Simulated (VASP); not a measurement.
Here is a VASP 6.6.1 calculation.

INCAR

```
SYSTEM = Al8N6O
ALGO = Normal
EDIFF = 1E-6
ENCUT = 520
GGA = PE
ISIF = 2
ISMEAR = 0
LASPH = .True.
LCHARG = .False.
LREAL = Auto
LWAVE = .False.
NBANDS = 43
NELECT = 58.0
NELM = 100
PREC = Accurate
SIGMA = 0.05
```

The input KPOINTS:

```
k-points
0
Gamma
  2 3 3
  0 0 0
```

File POSCAR:

```
Al8N6O
1.0
   -3.1440000000     -5.4455680000      0.0000000000
    4.7160000000     -2.7227840000      0.0000000000
    0.0000000000      0.0000000000      5.0460000000
Al N O
8 6 1
Direct
    0.4892892182      0.6517833550     -0.0066627031
    0.4950349495      0.3411212641      0.5080214031
    0.2533791127      0.1629151676      0.0143872374
    0.2701852083      0.8570467123      0.5097572335
    0.0073699706      0.6659974952     -0.0157449465
   -0.0058562129      0.3127587079      0.5218957590
    0.7532298937      0.2122872744      0.0192649623
    0.7545396370      0.8275096732      0.4399193421
    0.4930057748      0.6703842570      0.3670766944
    0.4999519547      0.3255629656      0.8844223147
    0.2448354804      0.1783188614      0.3902631788
    0.2551064548      0.8337923439      0.8801448672
    0.0083826295      0.3290421940      0.8930277447
    0.7443679186      0.1718633877      0.3853862465
   -0.2169827671      0.7635924895      0.7893456203
```

Potentials or basis: VASP PAW PBE potentials, release 64 (Al, N, O).

Command:

```console
$ cat potpaw_PBE.64/Al/POTCAR potpaw_PBE.64/N/POTCAR potpaw_PBE.64/O/POTCAR > POTCAR
$ mpirun -np 1 vasp_std > vasp.out
```

What does it give for the largest force?

2.449 eV/Å.

Forces in eV/Å, atoms in the order of the input:
```
Al  -0.051 -0.438 -0.350
Al  -0.119  0.003 -0.169
Al   0.023 -0.039 -0.188
Al  -0.167  0.132 -0.262
Al  -0.216 -0.107  0.142
Al  -0.150 -0.139 -0.321
Al  -0.184  0.165 -0.255
Al  -0.179 -0.070  0.687
N   -0.194 -0.246 -0.181
N    0.000  0.004 -0.141
N   -0.161 -0.050 -0.181
N   -0.009  0.067 -0.141
N    0.110  0.027 -0.244
N   -0.224 -0.024 -0.179
O    1.519  0.715  1.783
```

Caveat: the k points lie up to 0.50 Å⁻¹ apart; the cell carries a net charge on a neutralising background, which shifts energy and pressure.
